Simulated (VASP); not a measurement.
A run of VASP 6.6.1:

File POSCAR:

```
MgZn2O3
1.0
    3.0057061982      0.0000000000      0.0000000000
   -1.5028530991      2.6030179240      0.0000000000
    0.0000000000      0.0000000000      7.3429055970
Mg Zn O
1 2 3
Direct
    0.0000000000      0.0000000000      0.0000000000
    0.3333333333      0.6666666667      0.6682898344
    0.6666666667      0.3333333333      0.3317101656
    0.3333333333      0.6666666667      0.1613721608
    0.6666666667      0.3333333333      0.8386278392
    0.0000000000      0.0000000000      0.5000000000
```

INCAR.step1

```
SYSTEM = MgZn2O3
ALGO = Normal ; EDIFF = 1E-4
ENCUT = 520 ; GGA = PE
ISMEAR = -1 ; LASPH = .TRUE.
LCHARG = .FALSE. ; LREAL = .FALSE.
LWAVE = .TRUE. ; NBANDS = 31
NELM = 60 ; PREC = Accurate
SIGMA = 0.02
```

Contents of INCAR.step2:

```
SYSTEM = MgZn2O3
ALGO = Normal ; EDIFF = 1E-6
ENCUT = 520 ; ISIF = 2
ISMEAR = -1 ; ISTART = 1
LASPH = .TRUE. ; LCHARG = .FALSE.
LMIXTAU = .TRUE. ; LREAL = .FALSE.
LWAVE = .FALSE. ; METAGGA = R2SCAN
NBANDS = 31 ; NELM = 60
PREC = Accurate ; SIGMA = 0.02
```

File KPOINTS:

```
k-points
0
G
  12 12 4
  0 0 0
```

Potentials or basis: VASP PAW PBE potentials, release 64 (Mg, Zn, O).

Command:

```console
$ cat potpaw_PBE.64/Mg/POTCAR potpaw_PBE.64/Zn/POTCAR potpaw_PBE.64/O/POTCAR > POTCAR
$ cp INCAR.step1 INCAR
$ mpirun -np 1 vasp_std > vasp.out
$ cp INCAR.step2 INCAR
$ mpirun -np 1 vasp_std > vasp.out
```

Hardware: 1 thread of Intel(R) Xeon(R) 6975P-C (Granite Rapids), on a shared host.

Question: How long does it take, and how much memory?

Answer: It took 2.9 min on 1 thread of Intel(R) Xeon(R) 6975P-C (Granite Rapids), on a shared host, peak memory 0.25 GiB. Counts: k points 69.
